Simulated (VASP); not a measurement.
A run of VASP 6.6.1:

INCAR

```
SYSTEM = Pd
  PREC = Accurate
  ENCUT = 520
  EDIFF = 1E-7
  ISMEAR = -1
  SIGMA = 0.05
  LREAL = .False.
  LASPH = .True.
  NELM = 150
  ALGO = Normal
  ISIF = 2
  LWAVE = .False.
  LCHARG = .False.
  MAGMOM = 0 0 0
  LORBIT = 11
  LSORBIT = .True.
  GGA_COMPAT = .False.
  LORBMOM = .True.
  LMAXMIX = 4
  GGA = PE
  NBANDS = 21
```

Contents of KPOINTS:

```
regular mesh
0
Gamma
  9 9 9
  0 0 0
```

Contents of POSCAR:

```
Pd
1.0
    0.0000000000      1.9465000000      1.9465000000
    1.9465000000      0.0000000000      1.9465000000
    1.9465000000      1.9465000000      0.0000000000
Pd
1
Direct
    0.0000000000      0.0000000000      0.0000000000
```

Potentials or basis: VASP PAW PBE potentials, release 64 (Pd).

Command:

```console
$ cat potpaw_PBE.64/Pd/POTCAR > POTCAR
$ mpirun -np 1 vasp_ncl > vasp.out
```

Hardware: 1 thread of Intel(R) Xeon(R) Platinum 8559C (Emerald Rapids), with other jobs on the host.

Q: Estimate the wall time of this run.

A: Wall time 13 s on 1 thread of Intel(R) Xeon(R) Platinum 8559C (Emerald Rapids), on a shared host, peak memory 0.16 GiB. Counts: scf iterations 12, k points 35.
